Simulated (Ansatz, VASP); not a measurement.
# One calculation of GaP, two programs

File INCAR:

```
PREC = Accurate
ENCUT = 520
EDIFF = 1E-7
ISMEAR = -1
SIGMA = 0.08
LREAL = F
LASPH = T
NELM = 80
ALGO = Normal
ISIF = 2
LWAVE = F
LCHARG = F
GGA = PS
NBANDS = 16
```

File KPOINTS:

```
regular mesh
0
Gamma
  12 12 12
```

File POSCAR:

```
GaP
1.0
    0.0000000000      2.6979975000      2.7252500000
    2.6979975000      0.0000000000      2.7252500000
    2.6979975000      2.6979975000      0.0000000000
Ga P
1 1
Direct
    0.0000000000      0.0000000000      0.0000000000
    0.7500000000      0.7500000000      0.7500000000
```

Input for Ansatz:

```yaml
crystal:
  lattice:
    - [0.0, 2.6979975, 2.72525]
    - [2.6979975, 0.0, 2.72525]
    - [2.6979975, 2.6979975, 0.0]
  atoms:
    - { symbol: Ga, position: [0.0, 0.0, 0.0] }
    - { symbol: P, position: [0.75, 0.75, 0.75] }
kpoints:
  mp_grid: { grid: [12, 12, 12] }
  band_path:
    path:
      - [0.0, 0.0, 0.0]
      - [0.5, 0.0, 0.5]
      - [0.75, 0.25, 0.5]
      - [0.5, 0.5, 0.5]
      - [0.0, 0.0, 0.0]
      - [0.5, 0.5, 0.0]
      - [0.6274875, 0.6274875, 0.254975]
      - [0.3725125, 0.3725125, 0.745025]
      - [0.0, 0.0, 0.0]
    npoints: 5
scf:
  occupations: { method: fermi_dirac, width: 0.08 }
hamiltonian:
  xc: pbesol
  pseudopotentials: { kind: all_electron, lapw: { basis_error: 0.0005 } }
output:
  forces: true
  stress: true
  eigenvalues: true
```

Change from the starting cell: equal xx and yy strain of -1 %.

Alike in both runs: task single point; functional PBEsol; k mesh 12 × 12 × 12; occupations fermi-dirac, width 0.08 eV; no spin polarisation.

|  | VASP | Ansatz |
| --- | --- | --- |
| version | VASP 6.6.1 | Ansatz 0.2.0 |
| potentials or method | VASP PAW PBE potentials, release 64 (Ga_d, P), cutoff 520 eV | all-electron LAPW, scalar-relativistic |

|  | VASP | Ansatz | Ansatz less VASP |
| --- | --- | --- | --- |
| pressure (GPa) | 1.1 | 1.2 | +0.05 |
| traceless stress, the component that is largest in VASP (GPa) | -0.51 | -0.51 | +0.001 |

VASP's potentials were made for PBE, not for PBEsol. Ansatz ran all-electron here, and VASP with PAW potentials.
